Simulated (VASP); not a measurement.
# Si3NiMo (Pm-3m) in VASP: a series of runs, part 2 of 2

VASP 6.6.1. The steps go on from the part before.

### 3 Single point, PBE, collinear spin, ferromagnetic start

This run uses another cell than the first one, of 16.39 Å³/atom, 1.178 times its volume.

The input, INCAR:

```
SYSTEM = Si3NiMo
PREC = Accurate
ENCUT = 520
EDIFF = 1E-6
ISMEAR = 0
SIGMA = 0.1
LREAL = .False.
LASPH = .True.
NELM = 150
ALGO = Normal
ISIF = 2
LWAVE = .False.
LCHARG = .False.
ISPIN = 2
MAGMOM = 0 0 0 2 0
LORBIT = 11
LMAXMIX = 4
GGA = PE
NBANDS = 30
```

The input, KPOINTS:

```
Automatic mesh
0
Gamma
  4 4 4
  0 0 0
```

The input, POSCAR:

```
Si3NiMo
1.0
    4.3432927115      0.0000000000      0.0000000000
    0.0000000000      4.3432927115      0.0000000000
    0.0000000000      0.0000000000      4.3432927115
Si Ni Mo
3 1 1
Direct
    0.5000000000      0.0000000000      0.0000000000
    0.0000000000      0.5000000000      0.0000000000
    0.0000000000      0.0000000000      0.5000000000
    0.0000000000      0.0000000000      0.0000000000
    0.5000000000      0.5000000000      0.5000000000
```

Potentials or basis: VASP PAW PBE potentials, release 64 (Si, Ni, Mo_sv).

Started as:

```console
cat potpaw_PBE.64/Si/POTCAR potpaw_PBE.64/Ni/POTCAR potpaw_PBE.64/Mo_sv/POTCAR > POTCAR
mpirun -np 1 vasp_std > vasp.out
```

OUTCAR:

```text
SYSTEM = Si3NiMo
   PREC = Accurate
   ENCUT = 520
   EDIFF = 1E-6
   ISMEAR = 0
   LREAL = .False.
   LASPH = .True.
   NELM = 150
   ISIF = 2
   ISPIN = 2
   LORBIT = 11
   GGA = PE

 ion  position               nearest neighbor table
   1  0.500  0.000  0.000-   4 2.17   4 2.17   2 3.07   5 3.07   3 3.07   5 3.07   2 3.07   5 3.07
                             5 3.07   2 3.07   3 3.07   3 3.07   3 3.07   2 3.07
   2  0.000  0.500  0.000-   4 2.17   4 2.17   1 3.07   5 3.07   3 3.07   5 3.07   1 3.07   3 3.07
                             3 3.07   3 3.07   1 3.07   5 3.07   5 3.07   1 3.07
   3  0.000  0.000  0.500-   4 2.17   4 2.17   1 3.07   5 3.07   1 3.07   2 3.07   2 3.07   2 3.07
                             5 3.07   2 3.07   1 3.07   5 3.07   1 3.07   5 3.07
   4  0.000  0.000  0.000-   1 2.17   2 2.17   3 2.17   3 2.17   2 2.17   1 2.17
   5  0.500  0.500  0.500-   1 3.07   2 3.07   3 3.07   1 3.07   2 3.07   1 3.07   3 3.07   1 3.07
                             2 3.07   3 3.07   2 3.07   3 3.07

  LATTYP: Found a simple cubic cell.
 ALAT       =     4.3432927115

  Lattice vectors:

 A1 = (   4.3432927115,   0.0000000000,   0.0000000000)
 A2 = (   0.0000000000,   4.3432927115,   0.0000000000)
 A3 = (   0.0000000000,   0.0000000000,   4.3432927115)

Analysis of symmetry for initial positions (statically):
=====================================================================
 Subroutine PRICEL returns:
 Original cell was already a primitive cell.

 Routine SETGRP: Setting up the symmetry group for a
 simple cubic supercell.

 Subroutine GETGRP returns: Found 48 space group operations
 (whereof 48 operations were pure point group operations)
 out of a pool of 48 trial point group operations.

The static configuration has the point symmetry O_h .

Analysis of symmetry for dynamics (positions and initial velocities):
=====================================================================
 Subroutine PRICEL returns:
 Original cell was already a primitive cell.

 Routine SETGRP: Setting up the symmetry group for a
 simple cubic supercell.

 Subroutine GETGRP returns: Found 48 space group operations
 (whereof 48 operations were pure point group operations)
 out of a pool of 48 trial point group operations.
[... 167 lines left out ...]
      1     -52.2444      1.00000
      2     -26.3185      1.00000
      3     -26.3185      1.00000
      4     -26.3185      1.00000
      5      -3.3649      1.00000
      6       1.7013      1.00000
[... 319 lines left out ...]
     29      16.9990      0.00000
     30      16.9990      0.00000
 Fermi energy:         8.6573683762

 spin component 2

 k-point     1 :       0.0000    0.0000    0.0000
  band No.  band energies     occupation
      1     -52.2441      1.00000
      2     -26.3181      1.00000
      3     -26.3181      1.00000
      4     -26.3181      1.00000
      5      -3.3648      1.00000
      6       1.7013      1.00000
[... 319 lines left out ...]
     29      16.9991      0.00000
     30      16.9991      0.00000

------------------------ aborting loop because EDIFF is reached ----------------------------------------

  FORCE on cell =-STRESS in cart. coord.  units (eV):
  Direction    XX          YY          ZZ          XY          YZ          ZX
  --------------------------------------------------------------------------------------
  -------------------------------------------------------------------------------------
  Total       -1.7402001     -1.7402001     -1.7402001     -0.0000000      0.0000000      0.0000000
  in kB      -34.0292581    -34.0292581    -34.0292581     -0.0000000      0.0000000      0.0000000
  external PRESSURE =     -34.0292581 kB  Pullay stress =       0.0000000 kB

 VOLUME and BASIS-vectors are now :
 -----------------------------------------------------------------------------
  energy-cutoff  :      520.00
  volume of cell :       81.93
      direct lattice vectors                 reciprocal lattice vectors
     4.343292712  0.000000000  0.000000000     0.230240066  0.000000000  0.000000000
     0.000000000  4.343292712  0.000000000     0.000000000  0.230240066  0.000000000
     0.000000000  0.000000000  4.343292712     0.000000000  0.000000000  0.230240066

 POSITION                                       TOTAL-FORCE (eV/Angst)
 -----------------------------------------------------------------------------------
      2.17165      0.00000      0.00000         0.000000      0.000000      0.000000
      0.00000      2.17165      0.00000         0.000000      0.000000      0.000000
      0.00000      0.00000      2.17165         0.000000      0.000000      0.000000
      0.00000      0.00000      0.00000         0.000000      0.000000      0.000000
      2.17165      2.17165      2.17165         0.000000      0.000000      0.000000
 -----------------------------------------------------------------------------------
    total drift:                                0.000000      0.000000     -0.000000

  FREE ENERGIE OF THE ION-ELECTRON SYSTEM (eV)
  ---------------------------------------------------
  free  energy   TOTEN  =       -28.3125145113 eV

  energy  without entropy=      -28.2643512335  energy(sigma->0) =      -28.28843287

 total charge

# of ion       s       p       d       tot
------------------------------------------
    1        0.812   0.746   0.000   1.558
    2        0.812   0.746   0.000   1.558
    3        0.812   0.746   0.000   1.558
    4        0.653   0.783   8.624  10.059
    5        2.244   6.018   3.875  12.137
--------------------------------------------------
tot          5.334   9.038  12.499  26.871

 magnetization (x)

# of ion       s       p       d       tot
------------------------------------------
    1        0.000   0.000   0.000   0.000
    2        0.000   0.000   0.000   0.000
    3        0.000   0.000   0.000   0.000
    4        0.000   0.000  -0.000   0.000
    5        0.000   0.000   0.001   0.001
--------------------------------------------------
tot          0.000   0.000   0.001   0.001
```

OSZICAR:

```text
N       E                     dE             d eps       ncg     rms          rms(c)
DAV:   1     0.246636502954E+03    0.24664E+03   -0.17329E+04  1288   0.119E+03
DAV:   2    -0.154885793658E+02   -0.26213E+03   -0.24922E+03  1246   0.304E+02
[... 13 lines left out ...]
DAV:  16    -0.283125095171E+02   -0.13056E-04   -0.51902E-05  1370   0.276E-02    0.219E-02
DAV:  17    -0.283125086348E+02    0.88230E-06   -0.12991E-05  1426   0.197E-02    0.730E-03
DAV:  18    -0.283125110391E+02   -0.24043E-05   -0.13044E-05  1284   0.147E-02    0.382E-03
DAV:  19    -0.283125129966E+02   -0.19575E-05   -0.12416E-05  1208   0.135E-02    0.374E-03
DAV:  20    -0.283125142463E+02   -0.12498E-05   -0.18263E-05  1256   0.176E-02    0.147E-03
DAV:  21    -0.283125145113E+02   -0.26498E-06   -0.18296E-06   672   0.559E-03
   1 F= -.28312515E+02 E0= -.28288433E+02  d E =-.481633E-01  mag=     0.0003
```

stdout:

```text
POSCAR found type information on POSCAR SiNiMo
 POSCAR found :  3 types and       5 ions
 scaLAPACK will be used
 LDA part: xc-table for (Slater+PW92), standard interpolation
 POSCAR, INCAR and KPOINTS ok, starting setup
 FFT: planning ... GRIDC
 FFT: planning ... GRID_SOFT
 FFT: planning ... GRID
 WAVECAR not read
 entering main loop
```

Wall time 29 s (1 thread of Intel Xeon 6975P-C (Granite Rapids), shared host); peak memory 0.22 GiB.

What came out:

```
Free energy                                           : -28.3125 eV
Pressure                                              : -3.4 GPa
Band gap on the k mesh                                : zero (filled and empty bands overlap)
Net moment                                            : 0.00 μB per cell
Valence electrons inside the program's atomic spheres : Si 1.56; Ni 10.06; Mo 12.14
```

Caveat: the k points lie up to 0.36 Å⁻¹ apart; the starting moments collapsed, and a magnetic state may lie lower.
